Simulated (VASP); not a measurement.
# BN (zincblende type) (F-43m) in VASP: single point with PBE

Aim: the single point of BN (zincblende type) with PBE.

Program: VASP 6.6.1. These are calculated values, not measurements. Logs are shortened: lines on timing, memory, paths and dates and some standing lists are left out, and cuts for length are marked.

## (1) The cell of the first run

Symmetry: F-43m, No. 216, cubic system. The conventional cell has a = 3.625 Å, b = 3.625 Å, c = 3.625 Å, α = 90.00°, β = 90.00°, γ = 90.00°. Within 2.1 Å of B (site symmetry -43m) lie 4 N at 1.57 Å. Within 2.1 Å of N (site symmetry -43m) lie 4 B at 1.57 Å.

## (2) Single point, PBE

Contents of INCAR:

```
PREC = Accurate
ENCUT = 520
EDIFF = 1E-7
ISMEAR = -1
SIGMA = 0.02
LREAL = False
LASPH = True
NELM = 80
ALGO = Normal
ISIF = 2
LWAVE = False
LCHARG = False
GGA = PE
NBANDS = 16
```

Contents of KPOINTS:

```
regular mesh
0
Gamma
  12 8 12
```

Contents of POSCAR:

```
BN
1.0
   -1.8123558154      1.8123558154      0.0000000000
    0.0000000000      0.0000000000      3.6247116308
    1.8123558154      1.8123558154      0.0000000000
B N
2 2
Direct
    0.0000000000      0.0000000000      0.0000000000
    0.5000000000      0.5000000000      0.5000000000
    0.0000000000      0.2500000000      0.5000000000
    0.5000000000      0.7500000000      0.0000000000
```

Potentials or basis: VASP PAW PBE potentials, release 64 (B, N).

Command:

```console
> cat potpaw_PBE.64/B/POTCAR potpaw_PBE.64/N/POTCAR > POTCAR
> mpirun -np 1 vasp_std > vasp.out
```

OUTCAR:

```text
PREC = Accurate
   ENCUT = 520
   EDIFF = 1E-7
   ISMEAR = -1
   LREAL = False
   LASPH = True
   NELM = 80
   ISIF = 2
   GGA = PE

 ion  position               nearest neighbor table
   1  0.000  0.000  0.000-   3 1.57   4 1.57   3 1.57   4 1.57
   2  0.500  0.500  0.500-   3 1.57   4 1.57   4 1.57   3 1.57
   3  0.000  0.250  0.500-   1 1.57   2 1.57   1 1.57   2 1.57
   4  0.500  0.750  0.000-   1 1.57   2 1.57   2 1.57   1 1.57

  LATTYP: Found a simple tetragonal cell.
 ALAT       =     2.5630581740
 C/A-ratio  =     1.4142135624

  Lattice vectors:

 A1 = (   1.8123558154,  -1.8123558154,   0.0000000000)
 A2 = (   1.8123558154,   1.8123558154,   0.0000000000)
 A3 = (   0.0000000000,   0.0000000000,   3.6247116308)

Analysis of symmetry for initial positions (statically):
=====================================================================
 Subroutine PRICEL returns following result:

  LATTYP: Found a face centered cubic cell.
 ALAT       =     3.6247116308

  Lattice vectors:

 A1 = (   1.8123558154,   0.0000000000,   1.8123558154)
 A2 = (   1.8123558154,   1.8123558154,   0.0000000000)
 A3 = (   0.0000000000,   1.8123558154,   1.8123558154)

   2 primitive cells build up your supercell.

 Routine SETGRP: Setting up the symmetry group for a
 simple tetragonal supercell.

 Subroutine GETGRP returns: Found  8 space group operations
 (whereof  8 operations were pure point group operations)
 out of a pool of 16 trial point group operations.

The static configuration has the point symmetry D_2d.

Analysis of symmetry for dynamics (positions and initial velocities):
=====================================================================
 Subroutine PRICEL returns following result:

  LATTYP: Found a face centered cubic cell.
 ALAT       =     3.6247116308

  Lattice vectors:

 A1 = (   1.8123558154,   0.0000000000,   1.8123558154)
 A2 = (   1.8123558154,   1.8123558154,   0.0000000000)
 A3 = (   0.0000000000,   1.8123558154,   1.8123558154)

   2 primitive cells build up your supercell.

 Routine SETGRP: Setting up the symmetry group for a
 simple tetragonal supercell.

 Subroutine GETGRP returns: Found  8 space group operations
 (whereof  8 operations were pure point group operations)
 out of a pool of 16 trial point group operations.

The dynamic configuration has the point symmetry D_2d.

 Subroutine INISYM returns: Found  8 space group operations
 (whereof  8 operations are pure point group operations),
 and found     2 'primitive' translations

----------------------------------------------------------------------------------------

                                     Primitive cell

  volume of cell :      11.9058

  direct lattice vectors                    reciprocal lattice vectors
     1.812355815  0.000000000  1.812355815     0.275884016 -0.275884016  0.275884016
     1.812355815  1.812355815  0.000000000     0.275884016  0.275884016 -0.275884016
     0.000000000  1.812355815  1.812355815    -0.275884016  0.275884016  0.275884016

  length of vectors
     2.563058174  2.563058174  2.563058174     0.477845132  0.477845132  0.477845132

  position of ions in fractional coordinates (direct lattice)
     0.000000000  0.000000000  0.000000000
     0.250000000  0.250000000  0.250000000

  ion indices of the primitive-cell ions
   primitive index   ion index
                 1           1
                 2           3

----------------------------------------------------------------------------------------

 KPOINTS: regular mesh

Automatic generation of k-mesh.
 Grid dimensions read from file:
 generate k-points for:   12    8   12

 Generating k-lattice:

  Cartesian coordinates                     Fractional coordinates (reciprocal lattice)
    -0.022990335  0.022990335  0.000000000     0.083333333  0.000000000  0.000000000
     0.000000000  0.000000000  0.034485502     0.000000000  0.125000000  0.000000000
     0.022990335  0.022990335  0.000000000     0.000000000  0.000000000  0.083333333

  Length of vectors
     0.032513243  0.034485502  0.032513243

  Shift w.r.t. Gamma in fractional coordinates (k-lattice)
     0.000000000  0.000000000  0.000000000

 Subroutine IBZKPT returns following result:
 ===========================================

 Found    140 irreducible k-points:

 Following reciprocal coordinates:
            Coordinates               Weight
  0.000000  0.000000  0.000000      1.000000
  0.083333  0.000000  0.000000      4.000000
  0.166667  0.000000  0.000000      4.000000
  0.250000  0.000000  0.000000      4.000000
  0.333333  0.000000  0.000000      4.000000
  0.416667  0.000000  0.000000      4.000000
[... 16 lines left out ...]
  0.083333  0.375000  0.000000      8.000000
  0.166667  0.375000  0.000000      8.000000
 [... further k-points ...]
   k-points           NKPTS =    140   k-points in BZ     NKDIM =    140   number of bands    NBANDS=     16
   number of dos      NEDOS =    301   number of ions     NIONS =      4
   total plane-waves  NPLWV =  11200
   dimension x,y,z NGX =    20 NGY =   28 NGZ =   20
   dimension x,y,z NGXF=    40 NGYF=   56 NGZF=   40
   ions per type =               2   2
   NGX,Y,Z   is equivalent  to a cutoff of  12.97, 12.84, 12.97 a.u.
   NGXF,Y,Z  is equivalent  to a cutoff of  25.94, 25.68, 25.94 a.u.
 SYSTEM =  unknown system
   PREC   = accura    normal or accurate (medium, high low for compatibility)
   ISTART =      0    job   : 0-new  1-cont  2-samecut
   ICHARG =      2    charge: 1-file 2-atom 10-const
   ISPIN  =      1    spin polarized calculation?
   LNONCOLLINEAR =      F non collinear calculations
   LSORBIT =      F    spin-orbit coupling
   LASPH  =      T    aspherical Exc in radial PAW
   ENCUT  =  520.0 eV  38.22 Ry    6.18 a.u.   4.77  6.74  4.77*2*pi/ulx,y,z
   NELM   =     80;   NELMIN=  2; NELMDL= -5     # of ELM steps
   EDIFF  = 0.1E-06   stopping-criterion for ELM
   LREAL  =      F    real-space projection
   EDIFFG = 0.1E-05   stopping-criterion for IOM
   NSW    =      0    number of steps for IOM
   IBRION =     -1    ionic relax: 0-MD 1-quasi-New 2-CG
   NFREE  =      0    steps in history (QN), initial steepest desc. (CG)
   ISIF   =      2    stress and relaxation
   ISYM   =      2    0-nonsym 1-usesym 2-fastsym
   POTIM  = 0.5000    time-step for ionic-motion
   TEBEG  =    0.0;   TEEND  =   0.0 temperature during run
   PSTRESS=    0.0 pullay stress
   NELECT =      16.0000    total number of electrons
   NUPDOWN=      -1.0000    fix difference up-down
   EMIN   =  10.00;   EMAX   =-10.00  energy-range for DOS
   EFERMI =   0.00;   METHOD = LEGACY
   ISMEAR =    -1;   SIGMA  =   0.02  broadening in eV -4-tet -1-fermi 0-gaus
   EFERMI_NEDOS =   21; number of points for ismear=-14 and -15
   IALGO  =     38    algorithm
   IMIX   =      4    mixing-type and parameters
     AMIX     =   0.40;   BMIX     =  1.00
     AMIX_MAG =   1.60;   BMIX_MAG =  1.00
  volume/ion in A,a.u.               =       5.95        40.17
  Fermi-wavevector in a.u.,A,eV,Ry     =   1.433897  2.709673 27.974412  2.056061
  Thomas-Fermi vector in A             =   2.553365
   LORBIT       =      0    0 simple, 1 ext, 2 COOP (PROOUT), +10 PAW based schemes
   GGA     = PE    functional components
   LHFCALC =     F    Hartree Fock is set to
   AEXX    =    0.0000 exact exchange contribution
   IVDW    =     0    specifies the selected vdW correction
   LEPSILON=     F    determine dielectric tensor
   LRPA    =     F    only Hartree local field effects (RPA)
 non-spin polarized calculation
  energy-cutoff  :      520.00
  volume of cell :       23.81
 maximum number of plane-waves:       664
 NGX is ok and might be reduce to    20
   NGX =  9   NGY = 13   NGZ =  9

 number of electron      16.0000000 magnetization

 Free energy of the ion-electron system (eV)
  ---------------------------------------------------
  ext. energy  EPLUGINS =         0.00000000
  ---------------------------------------------------
  free energy    TOTEN  =       -34.90201256 eV

  energy without entropy =      -34.90201256  energy(sigma->0) =      -34.90201256

 E-fermi :   7.6704     XC(G=0): -12.7823

 val. band max:        7.3040894876   @ k =   0.0000   0.0000   0.0000
 cond. band min:      11.7549151300   @ k =   0.5000   0.0000   0.5000
 fundamental gap:      4.4508256424
 Fermi energy:         7.6704305327

 k-point     1 :       0.0000    0.0000    0.0000
  band No.  band energies     occupation
      1     -12.8353      2.00000
      2      -7.3008      2.00000
      3      -1.5590      2.00000
      4       2.4397      2.00000
      5       2.4397      2.00000
      6       7.3041      2.00000
[... 8 lines left out ...]
     15      25.0988      0.00000
     16      25.0988      0.00000

 k-point     2 :       0.0833    0.0000    0.0000
  band No.  band energies     occupation
      1     -12.7232      2.00000
      2      -7.2651      2.00000
      3      -1.4650      2.00000
      4       1.9234      2.00000
      5       2.5346      2.00000
      6       6.7669      2.00000
[... 8 lines left out ...]
     15      24.8314      0.00000
     16      24.9272      0.00000

 k-point     3 :       0.1667    0.0000    0.0000
  band No.  band energies     occupation
      1     -12.3896      2.00000
      2      -7.1958      2.00000
      3      -1.1868      2.00000
      4       0.7785      2.00000
      5       2.8137      2.00000
      6       5.4735      2.00000
[... 8 lines left out ...]
     15      24.0900      0.00000
     16      24.4730      0.00000

 k-point     4 :       0.2500    0.0000    0.0000
  band No.  band energies     occupation
      1     -11.8430      2.00000
      2      -7.2189      2.00000
      3      -0.7787      2.00000
      4      -0.2945      2.00000
      5       3.2603      2.00000
      6       3.8999      2.00000
[... 8 lines left out ...]
     15      23.0244      0.00000
     16      23.8631      0.00000
[... 324 lines left out ...]
 k-point    22 :       0.0000    0.3750    0.0000
  band No.  band energies     occupation
      1     -11.7192      2.00000
      2      -9.8716      2.00000
      3       1.7872      2.00000
      4       3.5276      2.00000
      5       3.5276      2.00000
      6       4.7905      2.00000
[... 8 lines left out ...]
     15      22.2532      0.00000
     16      22.2532      0.00000

 k-point    23 :       0.0833    0.3750    0.0000
  band No.  band energies     occupation
      1     -11.6126      2.00000
      2      -9.7800      2.00000
      3       1.4186      2.00000
      4       3.4535      2.00000
      5       3.6054      2.00000
      6       3.8311      2.00000
[... 8 lines left out ...]
     15      21.9080      0.00000
     16      22.0275      0.00000

 k-point    24 :       0.1667    0.3750    0.0000
  band No.  band energies     occupation
      1     -11.2974      2.00000
      2      -9.5171      2.00000
      3       0.3545      2.00000
      4       2.3223      2.00000
      5       3.4809      2.00000
      6       3.8300      2.00000
[... 8 lines left out ...]
     15      21.1164      0.00000
     16      21.4001      0.00000

 [... further k-points ...]
[... 5 lines left out ...]
  --------------------------------------------------------------------------------------
  -------------------------------------------------------------------------------------
  Total        0.0343076      0.0343076      0.0344194      0.0000000      0.0000000      0.0000000
  in kB        2.3083964      2.3083964      2.3159203      0.0000000      0.0000000      0.0000000
  external PRESSURE =       2.3109044 kB  Pullay stress =       0.0000000 kB

 VOLUME and BASIS-vectors are now :
 -----------------------------------------------------------------------------
  energy-cutoff  :      520.00
  volume of cell :       23.81
      direct lattice vectors                 reciprocal lattice vectors
    -1.812355815  1.812355815  0.000000000    -0.275884016  0.275884016  0.000000000
     0.000000000  0.000000000  3.624711631     0.000000000  0.000000000  0.275884016
     1.812355815  1.812355815  0.000000000     0.275884016  0.275884016  0.000000000

 POSITION                                       TOTAL-FORCE (eV/Angst)
 -----------------------------------------------------------------------------------
      0.00000      0.00000      0.00000         0.000000     -0.000000      0.000000
      0.00000      1.81236      1.81236         0.000000     -0.000000      0.000000
      0.90618      0.90618      0.90618        -0.000000      0.000000     -0.000000
     -0.90618      0.90618      2.71853        -0.000000      0.000000     -0.000000
 -----------------------------------------------------------------------------------
    total drift:                               -0.000000     -0.000000     -0.000000

  FREE ENERGIE OF THE ION-ELECTRON SYSTEM (eV)
  ---------------------------------------------------
  free  energy   TOTEN  =       -34.9020125570 eV

  energy  without entropy=      -34.9020125569  energy(sigma->0) =      -34.90201256
```

Wall time 54 s (1 thread of Intel Xeon 8259CL, shared host); peak memory 0.16 GiB.

What came out:

```yaml
Free_energy: -34.9020 eV
Pressure: 0.2 GPa
Band_gap_on_the_k_mesh: 4.45 eV
```

Levels at points of the mesh, in eV from the valence-band top:
```csv
k point,band 6,band 7,band 8,band 9,band 10,band 11
"(0.00, 0.00, 0.00)",0.00,0.00,0.00,4.45,8.78,8.78
"(0.50, 0.00, 0.00)",-5.55,-2.08,-2.08,9.68,9.68,12.10
"(0.00, 0.50, 0.00)",-2.99,-2.99,-2.99,6.76,6.76,11.47
"(0.50, 0.50, 0.00)",-1.93,-1.93,-1.93,10.04,10.04,10.66
"(0.50, 0.00, 0.50)",-4.86,-4.86,-4.86,4.45,4.45,9.19
"(0.50, 0.50, 0.50)",-6.90,-6.45,-6.45,9.56,9.56,13.21
```
